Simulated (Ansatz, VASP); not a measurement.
# Two plane-wave programs on WSe2

File INCAR:

```
SYSTEM = WSe2
PREC = Accurate
ENCUT = 520
EDIFF = 1E-6
ISMEAR = 0
SIGMA = 0.05
LREAL = .FALSE.
LASPH = .TRUE.
NELM = 80
ALGO = Normal
ISIF = 2
LWAVE = .FALSE.
LCHARG = .TRUE.
GGA = PS
LELF = .TRUE.
LVHAR = .TRUE.
NBANDS = 20
```

KPOINTS

```
regular mesh
0
G
  12 12 2
  0 0 0
```

POSCAR

```
WSe2
1.0
    3.3179375931      0.0000000000      0.0000000000
   -1.6589687966      2.8734182438      0.0000000000
    0.0000000000      0.0000000000     16.6581424200
W Se
1 2
Direct
    0.0000000000      0.0000000000      0.0000000000
    0.3535998870      0.6112974123      0.0997865200
    0.3535998870      0.6112974123      0.9002134800
```

Input for Ansatz:

```yaml
crystal:
  lattice:
    - [3.3179375931, 0.0, 0.0]
    - [-1.6589687966, 2.8734182438, 0.0]
    - [0.0, 0.0, 16.65814242]
  atoms:
    - { symbol: W, position: [0.0, 0.0, 0.0] }
    - { symbol: Se, position: [0.353599887, 0.6112974123, 0.09978652] }
    - { symbol: Se, position: [0.353599887, 0.6112974123, 0.90021348] }
basis:
  ecutwfc: 420
kpoints:
  mp_grid: { grid: [12, 12, 2] }
hamiltonian:
  xc: pbesol
scf:
  occupations: { method: gaussian, width: 0.05 }
output:
  forces: true
  stress: true
  eigenvalues: true
```

Change from the starting cell: all Se atoms moved +0.225 Å, as atom 2 along Cartesian [1 -1 0].

Alike in both runs: task single point; functional PBEsol; k mesh 12 × 12 × 2; occupations gaussian, width 0.05 eV; no spin polarisation.

|  | VASP | Ansatz |
| --- | --- | --- |
| version | VASP 6.6.1 | Ansatz 0.2.0 |
| potentials or method | VASP PAW PBE potentials, release 64 (W_sv, Se), cutoff 520 eV | scalar-relativistic, plane waves, PAW |
| valence electrons in the cell | 26 | 46 |

Ansatz gave:

| Item | Value |
| --- | --- |
| gap on the k mesh at the Fermi level (eV) | 1.44 |
| least direct gap on the mesh (eV) | 1.47 |
| rms of the force components (eV/Å) | 1.555 |

What did VASP give for the same quantities?

gap on the k mesh at the Fermi level (eV): 1.44; least direct gap on the mesh (eV): 1.47; rms of the force components (eV/Å): 1.565.

VASP's potentials were made for PBE, not for PBEsol. Atom by atom the forces differ by 0.029 eV/Å (rms over components). The functional is the same, so the differences come from potentials, cutoffs and numerics. VASP's potentials hold 26 valence electrons a cell and Ansatz's 46, so a difference there can come from the potentials and not from the codes.

Spin-orbit coupling is off throughout.
